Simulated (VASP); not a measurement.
LiH, 10 atoms in the cell. Symmetry: P-3m1, No. 164, trigonal system. Conventional cell: a = 2.813 Å, b = 2.813 Å, c = 11.842 Å, α = 90.00°, β = 90.00°, γ = 120.00°. Li (site symmetry 3m) has 6 H at 1.99 to 2.04 Å and 1 Li at 2.45 Å within 2.6 Å. Within 2.7 Å of Li (site symmetry -3m) lie 6 H at 2.03 Å and 2 Li at 2.45 Å. Li (site symmetry 3m) has 6 H at 1.99 Å within 2.6 Å. Within 2.6 Å of H (site symmetry 3m) lie 6 Li at 1.99 Å. H (site symmetry 3m) has 6 Li at 2.03 to 2.04 Å within 2.7 Å. Within 2.6 Å of H (site symmetry -3m) lie 6 Li at 1.99 Å. 

- Program: VASP 6.6.1
- Task: single point
- Functional: PBE
- Potentials or basis: VASP PAW PBE potentials, release 64 (Li_sv, H)
- Cutoff: 750 eV
- k mesh: 12 × 12 × 2
- Occupations: gaussian, width 0.02 eV
- Spin: no spin polarisation
- Dipole correction: no
- Further INCAR settings: ALGO = Normal; EDIFF = 1e-06; NBANDS = 21

Potentials or basis: VASP PAW PBE potentials, release 64 (Li_sv, H).

Run with:

```sh
$ cat potpaw_PBE.64/Li_sv/POTCAR potpaw_PBE.64/H/POTCAR > POTCAR
$ mpirun -np 1 vasp_std > vasp.out
```

Hardware: 1 thread of Intel Xeon 8259CL, on a shared host.

Question: Estimate the wall time of this run.

Answer: Wall time 2.9 min on 1 thread of Intel Xeon 8259CL, on a shared host, peak memory 0.3 GiB. Counts: scf iterations 12, k points 38.
